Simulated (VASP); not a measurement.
MoS2: band structure with PBEsol

The system is MoS2, a slab with vacuum.

```
Mo S
1.0
     3.14140    0.00000    0.00000
    -1.57070    2.72054    0.00000
     0.00000    0.00000   33.74805
Mo S
4 8
Cartesian
  1.5707 0.9068 30.5936
  1.5707 0.9068 9.4106
  0.0000 1.8137 24.3374
  0.0000 1.8137 3.1544
  0.0000 1.8137 32.1528
  0.0000 1.8137 10.9685
  1.5707 0.9068 25.8966
  1.5707 0.9068 4.7133
  0.0000 1.8137 29.0348
  0.0000 1.8137 7.8515
  1.5707 0.9068 22.7796
  1.5707 0.9068 1.5953
```

* Program: VASP 6.6.1
* Task: band structure
* Functional: PBEsol
* Potentials or basis: VASP PAW PBE potentials, release 64 (Mo_sv, S)
* Cutoff: 520 eV
* k mesh: 12 × 12 × 1
* Occupations: gaussian, width 0.02 eV
* Spin: no spin polarisation
* Further INCAR settings: ALGO = Fast; EDIFF = 1e-06

```json
{
 "Largest force": "0.009 eV/Å",
 "Band gap on the k mesh": "1.12 eV (least direct gap 1.76 eV)",
 "Band gap along the path": "1.11 eV (least direct gap 1.76 eV)"
}
```

Forces on the atoms (eV/Å):
```
Mo  -0.001  0.000  0.009
Mo  -0.001  0.000  0.005
Mo   0.001  0.000 -0.005
Mo   0.001  0.000 -0.009
S    0.000  0.000  0.001
S    0.000  0.000  0.003
S    0.000  0.000 -0.001
S    0.000  0.000  0.001
S    0.000  0.000 -0.001
S    0.000  0.000  0.001
S    0.000  0.000 -0.003
S    0.000  0.000 -0.001
```

Levels at the corners of the path, in eV from the valence-band top:
```tsv
point	band 49	band 50	band 51	band 52	band 53	band 54	band 55	band 56
Γ	-0.92	-0.51	-0.17	0.00	2.35	2.35	2.36	2.36
M	-1.25	-1.22	-1.19	-1.18	1.86	1.87	1.88	1.89
M	-1.25	-1.22	-1.19	-1.18	1.86	1.87	1.88	1.89
K	-0.60	-0.56	-0.51	-0.48	1.28	1.28	1.28	1.28
K	-0.60	-0.56	-0.51	-0.48	1.28	1.28	1.28	1.28
Γ	-0.92	-0.51	-0.17	0.00	2.35	2.35	2.36	2.36
Γ	-0.92	-0.51	-0.17	0.00	2.35	2.35	2.36	2.36
A	-0.92	-0.51	-0.17	0.00	2.35	2.35	2.35	2.36
A	-0.92	-0.51	-0.17	0.00	2.35	2.35	2.36	2.36
L	-1.25	-1.22	-1.19	-1.18	1.86	1.87	1.88	1.89
L	-1.25	-1.22	-1.19	-1.18	1.86	1.87	1.88	1.89
H	-0.60	-0.56	-0.51	-0.48	1.28	1.28	1.28	1.28
H	-0.60	-0.56	-0.51	-0.48	1.28	1.28	1.28	1.28
A	-0.92	-0.51	-0.17	0.00	2.35	2.35	2.36	2.36
L	-1.25	-1.22	-1.19	-1.18	1.86	1.87	1.88	1.89
M	-1.25	-1.22	-1.19	-1.18	1.86	1.87	1.88	1.89
K	-0.60	-0.56	-0.51	-0.48	1.28	1.28	1.28	1.28
H	-0.60	-0.56	-0.51	-0.48	1.28	1.28	1.28	1.28
```

It took 42 min on 1 thread of Intel(R) Xeon(R) Platinum 8259CL CPU @ 2.50GHz (Skylake/Cascade Lake), on a shared host, peak memory 0.96 GiB.

Caveat: the PAW data sets were made with another functional, which shifts forces and pressure a little.
